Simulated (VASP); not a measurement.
**MnS: single point with PBE+D3(BJ)**

MnS:

```xyz
2
Lattice="0.0000 2.5099 2.5099 2.5099 0.0000 2.5099 2.5099 2.5099 0.0000" Properties=species:S:1:pos:R:3 pbc="T T T"
Mn    0.0000    0.0000    0.0000
S     2.5099    2.5099    2.5099
```

```
Program             : VASP 6.6.1
Task                : single point
Functional          : PBE
Dispersion          : D3(BJ)
Potentials or basis : VASP PAW PBE potentials, release 64 (Mn_pv, S)
Cutoff              : 520 eV
k mesh              : 12 × 12 × 12
Occupations         : gaussian, width 0.1 eV
Spin                : collinear spin, ferromagnetic start
Starting moments    : [4.6, 0.15] μB
```

```json
{
 "Pressure": "0.1 GPa",
 "Net moment": "4.34 μB per cell",
 "Site moments": "Mn +3.98; S +0.07 μB",
 "Valence electrons inside the program's atomic spheres": "Mn 11.43; S 3.75",
 "Dispersion energy per atom": "-0.457 eV"
}
```

Levels at points of the mesh, in eV from the Fermi level:
Spin up:
```tsv
k point	band 8	band 9	band 10	band 11	band 12	band 13	band 14	band 15	band 16	band 17
(0.00, 0.00, 0.00)	-3.33	-3.33	-2.07	-2.07	-2.07	2.57	8.81	8.81	8.81	10.73
(0.50, 0.00, 0.00)	-2.75	-2.75	-2.32	0.79	0.79	2.86	5.45	5.45	9.86	12.78
(0.50, 0.50, 0.00)	-3.89	-3.00	-2.58	-2.58	-1.97	1.10	5.61	11.10	13.09	13.09
```
Spin down:
```csv
k point,band 5,band 6,band 7,band 8,band 9,band 10
"(0.00, 0.00, 0.00)",-1.88,-1.88,-1.88,-0.09,-0.09,-0.09
"(0.50, 0.00, 0.00)",-7.20,-3.91,-3.91,1.09,1.09,1.34
"(0.50, 0.50, 0.00)",-6.31,-3.61,-3.61,-1.42,0.53,1.38
```

Run time: 40 s on 1 thread of Intel(R) Xeon(R) 6975P-C (Granite Rapids), with other jobs on the host, peak memory 0.22 GiB.

Caveat: a cell with one magnetic atom can't hold antiferromagnetic order, which such compounds often take; semilocal functionals often make such compounds metallic where correlation or magnetic order opens a gap, which also shifts bond lengths. With open d or f shells a metallic result of PBE can be an artefact of self-interaction; +U or a hybrid may open a gap.
